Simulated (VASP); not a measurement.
Write the native input for VASP 6.6.1 that does the following.

- Task: single point
- Functional: r2SCAN
- Dispersion: rVV10
- Potentials or basis: VASP PAW PBE potentials, release 64 (K_sv, Mg, I)
- Cutoff: 520 eV
- k mesh: 4 × 4 × 4
- Occupations: fermi-dirac, width 0.03 eV
- Spin: no spin polarisation
- Dipole correction: no
- Further INCAR settings: ALGO = Normal; EDIFF = 1e-07; NBANDS = 24

KMgI3:

```
K Mg I
1.0
     5.76514    0.00000    0.00000
     0.00000    5.76514    0.00000
     0.00000    0.00000    5.76514
K Mg I
1 1 3
Direct
  0.00000 0.00000 0.00000
  0.50000 0.50000 0.50000
  0.50000 0.50000 0.00000
  0.50000 0.00000 0.50000
  0.00000 0.50000 0.50000
```

The input as run:

POSCAR

```
KMgI3
1.0
    5.7651427280      0.0000000000      0.0000000000
    0.0000000000      5.7651427280      0.0000000000
    0.0000000000      0.0000000000      5.7651427280
K Mg I
1 1 3
Direct
    0.0000000000      0.0000000000      0.0000000000
    0.5000000000      0.5000000000      0.5000000000
    0.5000000000      0.5000000000      0.0000000000
    0.5000000000      0.0000000000      0.5000000000
    0.0000000000      0.5000000000      0.5000000000
```

INCAR.step1

```
ALGO = Normal
EDIFF = 1E-4
ENCUT = 520
GGA = PE
ISMEAR = -1
LASPH = T
LCHARG = F
LREAL = F
LWAVE = T
NBANDS = 24
NELM = 60
PREC = Accurate
SIGMA = 0.03
```

INCAR.step2

```
ALGO = Normal
BPARAM = 11.95
CPARAM = 0.0093
EDIFF = 1E-7
ENCUT = 520
ISIF = 2
ISMEAR = -1
ISTART = 1
IVDW_NL = 2
LASPH = T
LCHARG = F
LMIXTAU = T
LREAL = F
LUSE_VDW = T
LWAVE = F
METAGGA = R2SCAN
NBANDS = 24
NELM = 60
PREC = Accurate
SIGMA = 0.03
```

KPOINTS

```
k-points
0
Gamma
  4 4 4
```

Potentials or basis: VASP PAW PBE potentials, release 64 (K_sv, Mg, I).

The run is started by

```sh
$ cat potpaw_PBE.64/K_sv/POTCAR potpaw_PBE.64/Mg/POTCAR potpaw_PBE.64/I/POTCAR > POTCAR
$ cp INCAR.step1 INCAR
$ mpirun -np 1 vasp_std > vasp.out
$ cp INCAR.step2 INCAR
$ mpirun -np 1 vasp_std > vasp.out
```

Results of the run:

- Pressure: 0.0 GPa
- Band gap on the k mesh: 1.84 eV, indirect (least direct gap 2.38 eV)

Caveat: the PAW data sets were made with another functional, which shifts forces and pressure a little; spin-orbit coupling is left out, which moves the levels of the heavy elements.

Run time: 5.5 min on 1 thread of Intel Xeon 6975P-C, with other jobs on the host, peak memory 0.77 GiB.
